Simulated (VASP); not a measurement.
Set up this calculation in VASP 6.6.1, as the native input.

```
Task                   : single point
Functional             : PBE
Dispersion             : D3(BJ)
Potentials or basis    : VASP PAW PBE potentials, release 64 (Sn_d, O, Cu)
Cutoff                 : 520 eV
k mesh                 : 7 × 7 × 1
Occupations            : gaussian, width 0.05 eV
Spin                   : collinear spin
Starting moments       : [0.0, 0.0, 0.0, 0.0, 1.0] μB
Dipole correction      : yes
Further INCAR settings : ALGO = Fast; EDIFF = 1e-06; NBANDS = 38
```

The structure of CuSn2O2 lies in POSCAR:

```
CuSn2O2
1.0
    3.8201708766      0.0000000000      0.0000000000
    0.0000000000      3.8201708766      0.0000000000
    0.0000000000      0.0000000000     19.3630360333
Sn O Cu
2 2 1
Direct
    0.5000000000      0.0000000000      0.2065791745
    0.0000000000      0.5000000000      0.3286176828
    0.0000000000      0.0000000000      0.2675984287
    0.5000000000      0.5000000000      0.2675984287
    0.2500000000      0.8750000000      0.4835520637
```

These files were run (other wordings do the same):

INCAR

```
PREC = Accurate
ENCUT = 520
EDIFF = 1E-6
ISMEAR = 0
SIGMA = 0.05
LREAL = False
LASPH = True
NELM = 150
ALGO = Fast
ISIF = 2
LWAVE = False
LCHARG = False
ISPIN = 2
MAGMOM = 0 0 0 0 1
LORBIT = 11
LMAXMIX = 4
LDIPOL = True
IDIPOL = 3
DIPOL = 0.5 0.5 0.311
GGA = PE
IVDW = 12
NBANDS = 38
```

KPOINTS

```
regular mesh
0
Gamma
  7 7 1
```

Potentials or basis: VASP PAW PBE potentials, release 64 (Sn_d, O, Cu).

Launch:

```sh
$ cat potpaw_PBE.64/Sn_d/POTCAR potpaw_PBE.64/O/POTCAR potpaw_PBE.64/Cu/POTCAR > POTCAR
$ mpirun -np 1 vasp_std > vasp.out
```

It gave:

```json
{
  "Largest force": "0.329 eV/Å",
  "Net moment": "0.00 μB per cell",
  "Valence electrons inside the program's atomic spheres": "Sn 12.10, 12.08; O 5.00; Cu 9.72",
  "Dispersion energy per atom": "-0.167 eV"
}
```

It took 13 min on 1 thread of Oxide Virtual Turin-like Processor, on a shared host, peak memory 0.65 GiB.
